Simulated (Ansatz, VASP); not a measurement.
**AlN in VASP and in Ansatz**

```
Al N
1.0
    -3.31348    0.00000    0.00000
     0.00000    0.00000   -4.18759
     0.00000   -5.73911    0.00000
Al N
4 4
Direct
  0.51111 0.21157 0.16667
  0.98889 0.21157 0.66667
  0.01111 0.71157 0.33333
  0.48889 0.71157 0.83333
  0.51070 0.82403 0.16667
  0.98930 0.82403 0.66667
  0.01070 0.32403 0.33333
  0.48930 0.32403 0.83333
```

Change from the starting cell: mode 4 frozen in at -0.037 Å and mode 5 at -0.310 Å (largest displacements).

Alike in both runs: task single point; functional PBE; k mesh 8 × 6 × 4; occupations gaussian, width 0.05 eV; no spin polarisation.

```csv
,VASP,Ansatz
version,VASP 6.6.1,Ansatz 0.2.0
potentials or method,"VASP PAW PBE potentials, release 64 (Al, N), cutoff 520 eV","scalar-relativistic, plane waves, PAW"
valence electrons in the cell,32,32
```

Ansatz gave:

| Quantity | Value |
| --- | --- |
| gap on the k mesh at the Fermi level (eV) | 4.03 |
| least direct gap on the mesh (eV) | 4.03 |
| pressure (GPa) | 26.4 |
| traceless stress, the component that is largest in VASP (GPa) | 74.23 |
| rms of the force components (eV/Å) | 3.828 |

Question: Estimate VASP's values.

Answer: gap on the k mesh at the Fermi level (eV): 4.03; least direct gap on the mesh (eV): 4.03; pressure (GPa): 26.4; traceless stress, the component that is largest in VASP (GPa): 74.64; rms of the force components (eV/Å): 3.844.

Atom by atom the forces differ by 0.016 eV/Å (rms over components).
